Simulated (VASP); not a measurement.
A run of VASP 6.6.1 is set up as follows.

The input INCAR:

```
SYSTEM = YSe
PREC = Accurate
ENCUT = 520
EDIFF = 1E-7
ISMEAR = -1
SIGMA = 0.03
LREAL = .FALSE.
LASPH = .TRUE.
NELM = 60
ALGO = Normal
ISIF = 2
LWAVE = .FALSE.
LCHARG = .TRUE.
GGA = CA
LELF = .TRUE.
LVHAR = .TRUE.
NBANDS = 16
```

Contents of KPOINTS:

```
regular mesh
0
G
  7 7 7
  0 0 0
```

The input POSCAR:

```
YSe
1.0
    0.0000000000      2.8750000000      2.8175000000
    2.8750000000      0.0000000000      2.8175000000
    2.8750000000      2.8750000000      0.0000000000
Y Se
1 1
Direct
    0.0000000000      0.0000000000      0.0000000000
    0.5000000000      0.5000000000      0.5000000000
```

Potentials or basis: VASP PAW LDA potentials, release 64 (Y_sv, Se).

Command:

```sh
$ cat potpaw_LDA.64/Y_sv/POTCAR potpaw_LDA.64/Se/POTCAR > POTCAR
$ mpirun -np 1 vasp_std > vasp.out
```

Question: Predict the pressure.

Answer: -2.9 GPa.

Stress tensor (GPa, compression positive):
```
-4.15  0.00  0.00
 0.00 -4.15  0.00
 0.00  0.00 -0.31
```

Caveat: the cell differs from its parent crystal (zz strain of -2 %).
